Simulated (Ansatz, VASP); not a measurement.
# Si5Ge: VASP beside Ansatz

```
Si Ge
1.0
     2.86153    0.00000    0.00000
    -1.43077    2.47816    0.00000
     0.00000    0.00000   13.17541
Si Ge
5 1
Direct
  0.66667 0.33333 0.65597
  0.33333 0.66667 0.81269
  0.66667 0.33333 0.18731
  0.33333 0.66667 0.34403
  0.00000 0.00000 0.50000
  0.00000 0.00000 0.00000
```

Alike in both runs: functional PBE; k mesh 18 × 18 × 4; occupations gaussian, width 0.1 eV; no spin polarisation.

Ansatz relaxed the structure, and its values are those at the end. VASP's run is a single point on that final structure, the one shown.

|  | VASP | Ansatz |
| --- | --- | --- |
| version | VASP 6.6.1 | Ansatz 0.2.0 |
| potentials or method | VASP PAW PBE potentials, release 64 (Si, Ge_d), cutoff 520 eV | scalar-relativistic, plane waves, PAW |
| valence electrons in the cell | 34 | 34 |

|  | VASP | Ansatz | Ansatz less VASP |
| --- | --- | --- | --- |
| gap on the k mesh at the Fermi level (eV) | none | none | - |
| pressure (GPa) | 0.0 | 0.0 | +0.03 |

A gap of «none» marks a metal or a gap that the smearing closes.
